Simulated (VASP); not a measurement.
# ZrRh3 (Pm-3m) in VASP: a series of runs, part 2 of 2

VASP 6.6.1.

## (3) Single point, LDA

Contents of INCAR:

```
SYSTEM = ZrRh3
ALGO     = Normal         ! electronic algorithm
EDIFF    = 1E-7           ! SCF threshold, eV
ENCUT    = 520            ! plane-wave cutoff, eV
ISIF     = 2              ! what is computed and relaxed
ISMEAR   = -1             ! smearing method
LASPH    = .True.         ! aspherical terms in the spheres
LCHARG   = .False.        ! write CHGCAR
LREAL    = .False.        ! projectors in reciprocal space
LWAVE    = .False.        ! write WAVECAR
NBANDS   = 36             ! bands
NELM     = 100            ! most SCF steps
PREC     = Accurate       ! precision mode
SIGMA    = 0.05           ! smearing width, eV
```

Contents of KPOINTS:

```
k-points
0
Gamma
  5 5 5
  0 0 0
```

Contents of POSCAR:

```
ZrRh3
1.0
    3.8765364624      0.0000000000      0.0000000000
    0.0000000000      3.8765364624      0.0000000000
    0.0000000000      0.0000000000      3.8765364624
Zr Rh
1 3
Direct
    0.0000000000      0.0000000000      0.0000000000
    0.0000000000      0.5000000000      0.5000000000
    0.5000000000      0.0000000000      0.5000000000
    0.5000000000      0.5000000000      0.0000000000
```

Potentials or basis: VASP PAW LDA potentials, release 64 (Zr_sv, Rh_pv).

Started as:

```
cat potpaw_LDA.64/Zr_sv/POTCAR potpaw_LDA.64/Rh_pv/POTCAR > POTCAR
mpirun -np 1 vasp_std > vasp.out
```

Wall time 10 s (1 thread of Intel Xeon 6975P-C (Granite Rapids), shared host); peak memory 0.15 GiB.

It converged, with:

| Item | Value |
| --- | --- |
| Free energy | -38.1972 eV |
| Pressure | 0.8 GPa |

Levels at points of the mesh, in eV from the Fermi level:
```
           k point  band 25  band 26  band 27  band 28  band 29  band 30  band 31  band 32
(0.00, 0.00, 0.00)    -0.22     0.68     1.20     1.20     1.20     4.03     4.03     4.03
```

## (4) Relaxation of cell and atoms, LDA

Contents of INCAR:

```
SYSTEM = ZrRh3
PREC = Accurate ; ENCUT = 600
EDIFF = 1E-6 ; ISMEAR = -1
SIGMA = 0.05 ; LREAL = .FALSE.
LASPH = .TRUE. ; NELM = 100
ALGO = Normal ; ISIF = 3
LWAVE = .FALSE. ; LCHARG = .FALSE.
IBRION = 2 ; NSW = 80
EDIFFG = -0.02
```

Contents of KPOINTS:

```
regular mesh
0
G
  5 5 5
  0 0 0
```

POSCAR is that of step 3.

Potentials or basis: VASP PAW LDA potentials, release 64 (Zr_sv, Rh_pv).

Started as:

```
cat potpaw_LDA.64/Zr_sv/POTCAR potpaw_LDA.64/Rh_pv/POTCAR > POTCAR
mpirun -np 1 vasp_std > vasp.out
```

OUTCAR:

```text
SYSTEM = ZrRh3
   PREC = Accurate
   ENCUT = 600
   EDIFF = 1E-6
   ISMEAR = -1
   LREAL = .FALSE.
   LASPH = .TRUE.
   NELM = 100
   ISIF = 3
   IBRION = 2
   NSW = 80
   EDIFFG = -0.02

 ion  position               nearest neighbor table
   1  0.000  0.000  0.000-   2 2.74   3 2.74   4 2.74   2 2.74   3 2.74   2 2.74   4 2.74   2 2.74
                             3 2.74   4 2.74   3 2.74   4 2.74
   2  0.000  0.500  0.500-   1 2.74   3 2.74   4 2.74   1 2.74   4 2.74   1 2.74   3 2.74   1 2.74
                             3 2.74   4 2.74   4 2.74   3 2.74
   3  0.500  0.000  0.500-   1 2.74   2 2.74   4 2.74   1 2.74   4 2.74   2 2.74   4 2.74   4 2.74
                             1 2.74   2 2.74   1 2.74   2 2.74
   4  0.500  0.500  0.000-   1 2.74   2 2.74   3 2.74   2 2.74   3 2.74   1 2.74   3 2.74   3 2.74
                             1 2.74   2 2.74   2 2.74   1 2.74

  LATTYP: Found a simple cubic cell.
 ALAT       =     3.8765364624

[... 178 lines left out ...]
  Total        0.2203676      0.2203676      0.2203676      0.0000000     -0.0000000      0.0000000
  in kB        6.0607540      6.0607540      6.0607540      0.0000000     -0.0000000      0.0000000
  external PRESSURE =       6.0607540 kB  Pullay stress =       0.0000000 kB
[... 63 lines left out ...]
--------------------------------------- Ionic step        3  -------------------------------------------

 number of electron      57.0000013 magnetization

 Free energy of the ion-electron system (eV)
  ---------------------------------------------------
  ext. energy  EPLUGINS =         0.00000000
  ---------------------------------------------------
  free energy    TOTEN  =       -38.19759412 eV

  energy without entropy =      -38.15852959  energy(sigma->0) =      -38.17806185

 E-fermi :  11.5743     XC(G=0): -13.8799

 val. band max:       11.5551856620   @ k =   0.2000   0.0000   0.0000
 cond. band min:      11.5966031409   @ k =   0.4000   0.0000   0.0000
 fundamental gap:      0.0414174789
 Fermi energy:        11.5743175450

 k-point     1 :       0.0000    0.0000    0.0000
  band No.  band energies     occupation
      1     -36.3279      2.00000
      2     -34.5927      2.00000
      3     -34.5927      2.00000
      4     -34.5927      2.00000
      5     -34.3676      2.00000
      6     -34.3676      2.00000
[... 390 lines left out ...]
  FREE ENERGIE OF THE ION-ELECTRON SYSTEM (eV)
  ---------------------------------------------------
  free  energy   TOTEN  =       -38.1975941222 eV

  energy  without entropy=      -38.1585295852  energy(sigma->0) =      -38.17806185

 reached required accuracy - stopping structural energy minimisation
```

OSZICAR:

```text
N       E                     dE             d eps       ncg     rms          rms(c)
DAV:   1     0.778250375722E+03    0.77825E+03   -0.37993E+04   680   0.210E+03
[... 22 lines left out ...]
       N       E                     dE             d eps       ncg     rms          rms(c)
DAV:   1    -0.382318602607E+02   -0.35579E-01   -0.63009E-01   684   0.708E+00    0.157E+00
DAV:   2    -0.382086636230E+02    0.23197E-01   -0.29435E-01   822   0.355E+00    0.689E-01
DAV:   3    -0.381980144922E+02    0.10649E-01   -0.50579E-02   846   0.138E+00    0.194E-01
DAV:   4    -0.381974873864E+02    0.52711E-03   -0.50674E-03   960   0.421E-01    0.160E-01
DAV:   5    -0.381975542841E+02   -0.66898E-04   -0.30588E-04   832   0.966E-02    0.653E-02
DAV:   6    -0.381975936488E+02   -0.39365E-04   -0.17616E-04  1136   0.559E-02    0.222E-02
DAV:   7    -0.381975941222E+02   -0.47334E-06   -0.79757E-06   734   0.178E-02
   3 F= -.38197594E+02 E0= -.38178062E+02  d E =-.326558E-03
```

It took 19 s on 1 thread of Intel Xeon 6975P-C (Granite Rapids), shared host; peak memory 0.17 GiB.

What came out:

| Quantity | Value |
| --- | --- |
| Free energy | -38.1976 eV |
| Relaxed volume | 14.60 Å³/atom |
| Relaxed cell | a = 3.880 Å, b = 3.880 Å, c = 3.880 Å, α = 90.00°, β = 90.00°, γ = 90.00° |
| Space group after relaxing (to 0.05 Å) | Pm-3m (No. 221) |
| Energy gained by relaxing | 0.1 meV/atom |
| Ionic steps | 3 |
| Pressure after relaxing | 0.0 GPa |

The path:
| step | energy change (eV) | largest force (eV/Å) | pressure (GPa) | volume (Å³) |
| --- | --- | --- | --- | --- |
| 1 | 0.0000 | 0.0000 | 0.61 | 58.25 |
| 2 | 0.0010 | 0.0000 | -1.35 | 58.72 |
| 3 | -0.0003 | 0.0000 | -0.03 | 58.41 |

Final structure:
```xyz
4
Lattice="3.8800 0.0000 0.0000 0.0000 3.8800 0.0000 0.0000 0.0000 3.8800" Properties=species:S:1:pos:R:3 pbc="T T T"
Zr    0.0000    0.0000    0.0000
Rh    0.0000    1.9400    1.9400
Rh    1.9400    0.0000    1.9400
Rh    1.9400    1.9400    0.0000
```

## (5) Relaxation of cell and atoms, LDA

This run uses another cell than the first one, of 15.17 Å³/atom, 1.042 times its volume.

Contents of INCAR:

```
PREC = Accurate
ENCUT = 600
EDIFF = 1E-6
ISMEAR = -1
SIGMA = 0.05
LREAL = F
LASPH = T
NELM = 100
ALGO = Normal
ISIF = 3
LWAVE = F
LCHARG = F
IBRION = 2
NSW = 80
EDIFFG = -0.02
```

Contents of KPOINTS:

```
regular mesh
0
Gamma
  5 5 5
```

Contents of POSCAR:

```
ZrRh3
1.0
    3.9300000000      0.0000000000      0.0000000000
    0.0000000000      3.9300000000      0.0000000000
    0.0000000000      0.0000000000      3.9300000000
Zr Rh
1 3
Direct
    0.0000000000      0.0000000000      0.0000000000
    0.0000000000      0.5000000000      0.5000000000
    0.5000000000      0.0000000000      0.5000000000
    0.5000000000      0.5000000000      0.0000000000
```

Potentials or basis: VASP PAW LDA potentials, release 64 (Zr_sv, Rh_pv).

Started as:

```
cat potpaw_LDA.64/Zr_sv/POTCAR potpaw_LDA.64/Rh_pv/POTCAR > POTCAR
mpirun -np 1 vasp_std > vasp.out
```

OUTCAR:

```text
PREC = Accurate
   ENCUT = 600
   EDIFF = 1E-6
   ISMEAR = -1
   LREAL = F
   LASPH = T
   NELM = 100
   ISIF = 3
   IBRION = 2
   NSW = 80
   EDIFFG = -0.02

 ion  position               nearest neighbor table
   1  0.000  0.000  0.000-   2 2.78   3 2.78   4 2.78   2 2.78   3 2.78   2 2.78   4 2.78   2 2.78
                             3 2.78   4 2.78   3 2.78   4 2.78
   2  0.000  0.500  0.500-   1 2.78   3 2.78   4 2.78   1 2.78   4 2.78   1 2.78   3 2.78   1 2.78
                             3 2.78   4 2.78   4 2.78   3 2.78
   3  0.500  0.000  0.500-   1 2.78   2 2.78   4 2.78   1 2.78   4 2.78   2 2.78   4 2.78   4 2.78
                             1 2.78   2 2.78   1 2.78   2 2.78
   4  0.500  0.500  0.000-   1 2.78   2 2.78   3 2.78   2 2.78   3 2.78   1 2.78   3 2.78   3 2.78
                             1 2.78   2 2.78   2 2.78   1 2.78

  LATTYP: Found a simple cubic cell.
 ALAT       =     3.9300000000
[... 178 lines left out ...]
  -------------------------------------------------------------------------------------
  Total       -3.4264958     -3.4264958     -3.4264958      0.0000000      0.0000000      0.0000000
  in kB      -90.4447018    -90.4447018    -90.4447018      0.0000000      0.0000000      0.0000000
  external PRESSURE =     -90.4447018 kB  Pullay stress =       0.0000000 kB
[... 101 lines left out ...]
--------------------------------------- Ionic step        4  -------------------------------------------

 number of electron      57.0000013 magnetization

 Free energy of the ion-electron system (eV)
  ---------------------------------------------------
  ext. energy  EPLUGINS =         0.00000000
  ---------------------------------------------------
  free energy    TOTEN  =       -38.20018037 eV

  energy without entropy =      -38.16110427  energy(sigma->0) =      -38.18064232

 E-fermi :  11.5715     XC(G=0): -13.8789

 val. band max:       11.5523324437   @ k =   0.2000   0.0000   0.0000
 cond. band min:      11.5937122589   @ k =   0.4000   0.0000   0.0000
 fundamental gap:      0.0413798153
 Fermi energy:        11.5715025925

 k-point     1 :       0.0000    0.0000    0.0000
  band No.  band energies     occupation
      1     -36.3306      2.00000
      2     -34.5950      2.00000
      3     -34.5950      2.00000
      4     -34.5950      2.00000
      5     -34.3700      2.00000
      6     -34.3700      2.00000
[... 390 lines left out ...]
  FREE ENERGIE OF THE ION-ELECTRON SYSTEM (eV)
  ---------------------------------------------------
  free  energy   TOTEN  =       -38.2001803651 eV

  energy  without entropy=      -38.1611042720  energy(sigma->0) =      -38.18064232

 reached required accuracy - stopping structural energy minimisation
```

Wall time 29 s (1 thread of Intel Xeon 6975P-C (Granite Rapids), shared host); peak memory 0.17 GiB.

What came out:

- Free energy: -38.2002 eV
- Relaxed volume: 14.60 Å³/atom
- Relaxed cell: a = 3.880 Å, b = 3.880 Å, c = 3.880 Å, α = 90.00°, β = 90.00°, γ = 90.00°
- Space group after relaxing (to 0.05 Å): Pm-3m (No. 221)
- Energy gained by relaxing: 16.6 meV/atom
- Ionic steps: 4
- Pressure after relaxing: 0.0 GPa

The path:
```
step  energy change (eV)  largest force (eV/Å)  pressure (GPa)  volume (Å³)
   1              0.0000                0.0000           -9.04        60.70
   2              0.3275                0.0000           27.83        53.48
   3             -0.0664                0.0000           -0.32        58.48
   4             -0.0664                0.0000           -0.03        58.42
```

Final structure:
```
Zr Rh
1.0
     3.88017    0.00000    0.00000
     0.00000    3.88017    0.00000
     0.00000    0.00000    3.88017
Zr Rh
1 3
Direct
  0.00000 0.00000 0.00000
  0.00000 0.50000 0.50000
  0.50000 0.00000 0.50000
  0.50000 0.50000 0.00000
```

Levels at points of the mesh, in eV from the Fermi level:
| k point | band 25 | band 26 | band 27 | band 28 | band 29 | band 30 | band 31 | band 32 |
| --- | --- | --- | --- | --- | --- | --- | --- | --- |
| (0.00, 0.00, 0.00) | -0.22 | 0.68 | 1.19 | 1.19 | 1.19 | 4.02 | 4.02 | 4.02 |

## (6) Summary

| task | cell | cutoff (eV) | gap on the mesh (eV) | pressure (GPa) | relaxed volume (Å³/atom) |
| --- | --- | --- | --- | --- | --- |
| single point | a = 3.877 Å, 4 atoms | 520 | none | 0.8 | - |
| relaxation of cell and atoms | relaxed from a = 3.877 Å, 4 atoms | 600 | none | 0.0 | 14.60 |
| relaxation of cell and atoms | relaxed from a = 3.930 Å, 4 atoms | 600 | none | 0.0 | 14.60 |

Alike in all rows: level LDA; potentials or basis VASP PAW LDA potentials, release 64 (Zr_sv, Rh_pv); no spin polarisation; k mesh 5 × 5 × 5; smearing fermi-dirac 0.05 eV.

Absolute energies hang on the potentials; compare differences alone.
